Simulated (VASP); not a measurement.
# Mo (Im-3m) in VASP: notebook

Aim: see how the results for Mo move with the level of theory and the settings. Levels: HF, PBE0. Tasks: single point.

Program: VASP 6.6.1. These are calculated values, not measurements. Logs are shortened: lines on timing, memory, paths and dates and some standing lists are left out, and cuts for length are marked.

## (1) The cell of the first run

The structure is cubic, space group Im-3m (No. 229). Conventional cell: a = 3.168 Å, b = 3.168 Å, c = 3.168 Å, α = 90.00°, β = 90.00°, γ = 90.00°. Mo (site symmetry m-3m) has 14 Mo at 2.74 to 3.17 Å within 3.6 Å.

## (2) Single point, HF

POSCAR

```
Mo
1.0
   -1.5838089719      1.5838089719      1.5838089719
    1.5838089719     -1.5838089719      1.5838089719
    1.5838089719      1.5838089719     -1.5838089719
Mo
1
Direct
    0.0000000000      0.0000000000      0.0000000000
```

INCAR.step1

```
SYSTEM = Mo
PREC     = Accurate       ! precision mode
ENCUT    = 520            ! plane-wave cutoff, eV
EDIFF    = 1E-5           ! SCF threshold, eV
ISMEAR   = -1             ! smearing method
SIGMA    = 0.05           ! smearing width, eV
LREAL    = .False.        ! projectors in reciprocal space
LASPH    = .True.         ! aspherical terms in the spheres
NELM     = 60             ! most SCF steps
ALGO     = Normal         ! electronic algorithm
ISIF     = 2              ! what is computed and relaxed
LWAVE    = .True.         ! write WAVECAR
LCHARG   = .False.        ! write CHGCAR
NBANDS   = 13             ! bands
GGA      = PE             ! functional
```

INCAR.step2

```
SYSTEM = Mo
PREC     = Accurate       ! precision mode
ENCUT    = 520            ! plane-wave cutoff, eV
EDIFF    = 1E-7           ! SCF threshold, eV
ISMEAR   = -1             ! smearing method
SIGMA    = 0.05           ! smearing width, eV
LREAL    = .False.        ! projectors in reciprocal space
LASPH    = .True.         ! aspherical terms in the spheres
NELM     = 60             ! most SCF steps
ALGO     = Normal         ! electronic algorithm
ISIF     = 2              ! what is computed and relaxed
LWAVE    = .False.        ! write WAVECAR
LCHARG   = .False.        ! write CHGCAR
GGA      = PE             ! functional
LHFCALC  = .True.         ! exact exchange
AEXX     = 1.0            ! exact-exchange fraction
ALDAC    = 0.0          
AGGAC    = 0.0          
PRECFOCK = Normal       
NBANDS   = 13             ! bands
ISTART   = 1
```

KPOINTS

```
Automatic mesh
0
Gamma
  6 6 6
  0 0 0
```

Potentials or basis: VASP PAW PBE potentials, release 64 (Mo_sv).

On the command line:

```
$ cat potpaw_PBE.64/Mo_sv/POTCAR > POTCAR
$ cp INCAR.step1 INCAR
$ mpirun -np 1 vasp_std > vasp.out
$ cp INCAR.step2 INCAR
$ mpirun -np 1 vasp_std > vasp.out
```

OUTCAR:

```text
SYSTEM = Mo
   PREC = Accurate
   ENCUT = 520
   EDIFF = 1E-7
   ISMEAR = -1
   LREAL = .False.
   LASPH = .True.
   NELM = 60
   ISIF = 2
   GGA = PE
   LHFCALC = .True.
   AEXX = 1.0
   PRECFOCK = Normal
   ISTART = 1

 ion  position               nearest neighbor table
   1  0.000  0.000  0.000-

  LATTYP: Found a body centered cubic cell.
 ALAT       =     3.1676179438

  Lattice vectors:

 A1 = (  -1.5838089719,   1.5838089719,   1.5838089719)
 A2 = (   1.5838089719,  -1.5838089719,   1.5838089719)
 A3 = (   1.5838089719,   1.5838089719,  -1.5838089719)

Analysis of symmetry for initial positions (statically):
=====================================================================
 Subroutine PRICEL returns:
 Original cell was already a primitive cell.

 Routine SETGRP: Setting up the symmetry group for a
 body centered cubic supercell.

 Subroutine GETGRP returns: Found 48 space group operations
 (whereof 48 operations were pure point group operations)
 out of a pool of 48 trial point group operations.

The static configuration has the point symmetry O_h .

Analysis of symmetry for dynamics (positions and initial velocities):
=====================================================================
 Subroutine PRICEL returns:
 Original cell was already a primitive cell.

 Routine SETGRP: Setting up the symmetry group for a
 body centered cubic supercell.

 Subroutine GETGRP returns: Found 48 space group operations
 (whereof 48 operations were pure point group operations)
 out of a pool of 48 trial point group operations.

The dynamic configuration has the point symmetry O_h .

 Subroutine INISYM returns: Found 48 space group operations
 (whereof 48 operations are pure point group operations),
 and found     1 'primitive' translations

----------------------------------------------------------------------------------------

                                     Primitive cell

  volume of cell :      15.8916

  direct lattice vectors                    reciprocal lattice vectors
    -1.583808972  1.583808972  1.583808972     0.000000000  0.315694638  0.315694638
     1.583808972 -1.583808972  1.583808972     0.315694638  0.000000000  0.315694638
     1.583808972  1.583808972 -1.583808972     0.315694638  0.315694638  0.000000000

  length of vectors
     2.743237609  2.743237609  2.743237609     0.446459639  0.446459639  0.446459639

  position of ions in fractional coordinates (direct lattice)
     0.000000000  0.000000000  0.000000000

  ion indices of the primitive-cell ions
   primitive index   ion index
                 1           1

----------------------------------------------------------------------------------------

 KPOINTS: Automatic mesh

Automatic generation of k-mesh.
 Grid dimensions read from file:
 generate k-points for:    6    6    6

 Generating k-lattice:

  Cartesian coordinates                     Fractional coordinates (reciprocal lattice)
     0.000000000  0.052615773  0.052615773     0.166666667  0.000000000  0.000000000
     0.052615773  0.000000000  0.052615773     0.000000000  0.166666667  0.000000000
     0.052615773  0.052615773  0.000000000     0.000000000  0.000000000  0.166666667

  Length of vectors
     0.074409940  0.074409940  0.074409940

  Shift w.r.t. Gamma in fractional coordinates (k-lattice)
     0.000000000  0.000000000  0.000000000

 Subroutine IBZKPT returns following result:
 ===========================================

 Found     16 irreducible k-points:

 Following reciprocal coordinates:
            Coordinates               Weight
  0.000000  0.000000  0.000000      1.000000
  0.166667  0.000000  0.000000     12.000000
  0.333333  0.000000  0.000000     12.000000
  0.500000  0.000000  0.000000      6.000000
  0.166667  0.166667  0.000000     24.000000
  0.333333  0.166667  0.000000     48.000000
[... 8 lines left out ...]
  0.500000  0.500000  0.333333     12.000000
  0.500000  0.500000  0.500000      1.000000
   k-points           NKPTS =     16   k-points in BZ     NKDIM =    216   number of bands    NBANDS=     13
   number of dos      NEDOS =    301   number of ions     NIONS =      1
   total plane-waves  NPLWV =   8000
   dimension x,y,z NGX =    20 NGY =   20 NGZ =   20
   dimension x,y,z NGXF=    40 NGYF=   40 NGZF=   40
   ions per type =               1
   NGX,Y,Z   is equivalent  to a cutoff of  12.12, 12.12, 12.12 a.u.
   NGXF,Y,Z  is equivalent  to a cutoff of  24.24, 24.24, 24.24 a.u.
 SYSTEM =  Mo
   PREC   = accura    normal or accurate (medium, high low for compatibility)
   ISTART =      1    job   : 0-new  1-cont  2-samecut
   ICHARG =      0    charge: 1-file 2-atom 10-const
   ISPIN  =      1    spin polarized calculation?
   LNONCOLLINEAR =      F non collinear calculations
   LSORBIT =      F    spin-orbit coupling
   LASPH  =      T    aspherical Exc in radial PAW
   ENCUT  =  520.0 eV  38.22 Ry    6.18 a.u.   5.10  5.10  5.10*2*pi/ulx,y,z
   NELM   =     60;   NELMIN=  2; NELMDL=  0     # of ELM steps
   EDIFF  = 0.1E-06   stopping-criterion for ELM
   LREAL  =      F    real-space projection
   EDIFFG = 0.1E-05   stopping-criterion for IOM
   NSW    =      0    number of steps for IOM
   IBRION =     -1    ionic relax: 0-MD 1-quasi-New 2-CG
   NFREE  =      0    steps in history (QN), initial steepest desc. (CG)
   ISIF   =      2    stress and relaxation
   ISYM   =      3    0-nonsym 1-usesym 2-fastsym
   POTIM  = 0.5000    time-step for ionic-motion
   TEBEG  =    0.0;   TEEND  =   0.0 temperature during run
   PSTRESS=    0.0 pullay stress
   NELECT =      14.0000    total number of electrons
   NUPDOWN=      -1.0000    fix difference up-down
   EMIN   =  10.00;   EMAX   =-10.00  energy-range for DOS
   EFERMI =   0.00;   METHOD = LEGACY
   ISMEAR =    -1;   SIGMA  =   0.05  broadening in eV -4-tet -1-fermi 0-gaus
   EFERMI_NEDOS =   21; number of points for ismear=-14 and -15
   IALGO  =     38    algorithm
   IMIX   =      1    mixing-type and parameters
     AMIX     =   0.40;   BMIX     =  1.00
     AMIX_MAG =   1.60;   BMIX_MAG =  1.00
  volume/ion in A,a.u.               =      15.89       107.24
  Fermi-wavevector in a.u.,A,eV,Ry     =   1.569380  2.965698 33.510508  2.462953
  Thomas-Fermi vector in A             =   2.671271
   LORBIT       =      0    0 simple, 1 ext, 2 COOP (PROOUT), +10 PAW based schemes
   GGA     = PE    functional components
   LHFCALC =     T    Hartree Fock is set to
   PRECFOCK=normal    Normal, Fast or Accurate (Low or Medium for compatibility)
   ENCUT4O =  -1.0   cutoff for four orbital integrals eV
   NKREDX  =     1    reduce k-point grid by
   NKREDY  =     1    reduce k-point grid by
   NKREDZ  =     1    reduce k-point grid by
   AEXX    =    1.0000 exact exchange contribution
   HFSCREEN=    0.0000 screening length (either q_TF or 0.3 A-1)
   HFSCREENC=   0.0000 screening length for correlation (either q_TF or 0.3 A-1)
   ENCUTFOCK=  -1.0 apply spherical cutoff to Coloumb kernel
   IVDW    =     0    specifies the selected vdW correction
   LEPSILON=     F    determine dielectric tensor
   LRPA    =     F    only Hartree local field effects (RPA)
 non-spin polarized calculation
  energy-cutoff  :      520.00
  volume of cell :       15.89
 maximum number of plane-waves:       438
  NGX = 16; NGY = 16; NGZ = 16

 number of electron      14.0000005 magnetization

 Free energy of the ion-electron system (eV)
  ---------------------------------------------------
  ext. energy  EPLUGINS =         0.00000000
  ---------------------------------------------------
  free energy    TOTEN  =       -21.41228885 eV

  energy without entropy =      -21.41228884  energy(sigma->0) =      -21.41228885

 E-fermi :  14.1305     XC(G=0):   0.0000

 val. band max:       13.2965501047   @ k =  -0.1667   0.1667   0.1667
 cond. band min:      14.9656610056   @ k =   0.5000   0.0000   0.0000
 fundamental gap:      1.6691109009
 Fermi energy:        14.1305140905

 k-point     1 :       0.0000    0.0000    0.0000
  band No.  band energies     occupation
      1     -65.9868      2.00000
      2     -33.1583      2.00000
      3     -33.1583      2.00000
      4     -33.1583      2.00000
      5      -0.1420      2.00000
      6       9.0307      2.00000
      7       9.0307      2.00000
      8       9.0307      2.00000
      9      20.5591      0.00000
     10      20.5591      0.00000
     11      33.5689      0.00000
     12      33.5689      0.00000
     13      33.5689      0.00000

 k-point     2 :       0.1667    0.0000    0.0000
  band No.  band energies     occupation
      1     -65.8928      2.00000
      2     -33.7219      2.00000
      3     -33.3196      2.00000
      4     -33.1436      2.00000
      5       1.4886      2.00000
      6       8.1105      2.00000
      7       9.0165      2.00000
      8      11.3584      2.00000
      9      19.2039      0.00000
     10      20.4369      0.00000
     11      34.4269      0.00000
     12      36.0029      0.00000
     13      36.0143      0.00000

 k-point     3 :       0.3333    0.0000    0.0000
  band No.  band energies     occupation
      1     -65.7007      2.00000
      2     -34.7816      2.00000
      3     -33.6272      2.00000
      4     -33.1135      2.00000
      5       3.5236      2.00000
      6       6.5680      2.00000
      7      10.0015      2.00000
      8      19.0033      0.00000
      9      19.5117      0.00000
     10      20.7483      0.00000
     11      32.3529      0.00000
     12      33.9149      0.00000
     13      41.1366      0.00000
[... 177 lines left out ...]
 k-point    15 :       0.5000    0.5000    0.3333
  band No.  band energies     occupation
      1     -65.4043      2.00000
      2     -34.6950      2.00000
      3     -34.3242      2.00000
      4     -34.1798      2.00000
      5       5.4269      2.00000
      6       5.7025      2.00000
      7      16.5650      0.00000
      8      17.6458      0.00000
      9      21.8165      0.00000
     10      26.5386      0.00000
     11      28.8432      0.00000
     12      30.8290      0.00000
     13      39.7886      0.00000

 k-point    16 :       0.5000    0.5000    0.5000
  band No.  band energies     occupation
      1     -65.3379      2.00000
      2     -34.4942      2.00000
      3     -34.4942      2.00000
      4     -34.4942      2.00000
      5       4.3624      2.00000
      6       4.3624      2.00000
      7      21.6250      0.00000
      8      21.6250      0.00000
      9      21.6250      0.00000
     10      26.8878      0.00000
     11      26.8878      0.00000
     12      26.8878      0.00000
     13      39.6219      0.00000

------------------------ aborting loop because EDIFF is reached ----------------------------------------

  FORCE on cell =-STRESS in cart. coord.  units (eV):
  Direction    XX          YY          ZZ          XY          YZ          ZX
  --------------------------------------------------------------------------------------
  -------------------------------------------------------------------------------------
  Total       -0.0546417     -0.0546417     -0.0546417      0.0000000      0.0000000      0.0000000
  in kB       -5.5089203     -5.5089203     -5.5089203      0.0000000      0.0000000      0.0000000
  external PRESSURE =      -5.5089203 kB  Pullay stress =       0.0000000 kB

 VOLUME and BASIS-vectors are now :
 -----------------------------------------------------------------------------
  energy-cutoff  :      520.00
  volume of cell :       15.89
      direct lattice vectors                 reciprocal lattice vectors
    -1.583808972  1.583808972  1.583808972     0.000000000  0.315694638  0.315694638
     1.583808972 -1.583808972  1.583808972     0.315694638  0.000000000  0.315694638
     1.583808972  1.583808972 -1.583808972     0.315694638  0.315694638  0.000000000

 POSITION                                       TOTAL-FORCE (eV/Angst)
 -----------------------------------------------------------------------------------
      0.00000      0.00000      0.00000         0.000000      0.000000     -0.000000
 -----------------------------------------------------------------------------------
    total drift:                                0.000000      0.000000      0.000000

  FREE ENERGIE OF THE ION-ELECTRON SYSTEM (eV)
  ---------------------------------------------------
  free  energy   TOTEN  =       -21.4122888489 eV

  energy  without entropy=      -21.4122888434  energy(sigma->0) =      -21.41228885
```

Wall time 17 min (1 thread of Intel Xeon Platinum 8259CL at 2.50GHz (Skylake/Cascade Lake), shared host); peak memory 0.13 GiB.

Results:

- Free energy: -21.4123 eV
- Pressure: -0.6 GPa
- Band gap on the k mesh: zero (bands 7 and 8 overlap by 12.59 eV)

Caveat: the k points lie up to 0.47 Å⁻¹ apart, too coarse for converged energies and pressures of a metal; the PAW data sets were made with another functional, which shifts forces and pressure a little.

## (3) Single point, PBE0

This run uses another cell than the first one, of 16.21 Å³/atom.

POSCAR

```
Mo
1.0
   -1.5942980787      1.5942980787      1.5942980787
    1.5942980787     -1.5942980787      1.5942980787
    1.5942980787      1.5942980787     -1.5942980787
Mo
1
Direct
    0.0000000000      0.0000000000      0.0000000000
```

INCAR.step1

```
ALGO = Normal ; EDIFF = 1E-5
ENCUT = 520 ; GGA = PE
ISIF = 2 ; ISMEAR = -1
LASPH = True ; LCHARG = False
LREAL = False ; LWAVE = True
NBANDS = 13 ; NELM = 100
PREC = Accurate ; SIGMA = 0.05
```

INCAR.step2

```
AEXX = 0.25 ; ALGO = Normal
EDIFF = 1E-6 ; ENCUT = 520
GGA = PE ; ISIF = 2
ISMEAR = -1 ; ISTART = 1
LASPH = True ; LCHARG = False
LHFCALC = True ; LREAL = False
LWAVE = False ; NBANDS = 13
NELM = 100 ; PREC = Accurate
PRECFOCK = Normal ; SIGMA = 0.05
```

KPOINTS

```
k-points
0
Gamma
  8 8 8
```

Potentials or basis: VASP PAW PBE potentials, release 64 (Mo_sv).

On the command line:

```
$ cat potpaw_PBE.64/Mo_sv/POTCAR > POTCAR
$ cp INCAR.step1 INCAR
$ mpirun -np 1 vasp_std > vasp.out
$ cp INCAR.step2 INCAR
$ mpirun -np 1 vasp_std > vasp.out
```

Wall time 45 min (1 thread of Oxide Virtual Turin-like, shared host); peak memory 0.13 GiB.

It converged, with:

* Free energy: -14.0398 eV
* Pressure: -11.2 GPa
* Band gap on the k mesh: zero (bands 7 and 8 overlap by 6.69 eV)

Levels at points of the mesh, in eV from the Fermi level:
```csv
k point,band 4,band 5,band 6,band 7,band 8,band 9,band 10,band 11
"(0.00, 0.00, 0.00)",-37.63,-8.57,-1.85,-1.85,-1.85,2.93,2.93,16.19
"(0.50, 0.00, 0.00)",-37.62,-6.24,-4.18,1.54,2.83,3.43,5.63,12.64
"(0.50, 0.50, 0.50)",-38.59,-6.12,-6.12,4.84,4.84,4.84,9.99,9.99
```

Caveat: the cell stands under tension; the PAW data sets were made with another functional, which shifts forces and pressure a little.

The gap in the log of VASP goes by the Fermi energy; the results here count the filled bands.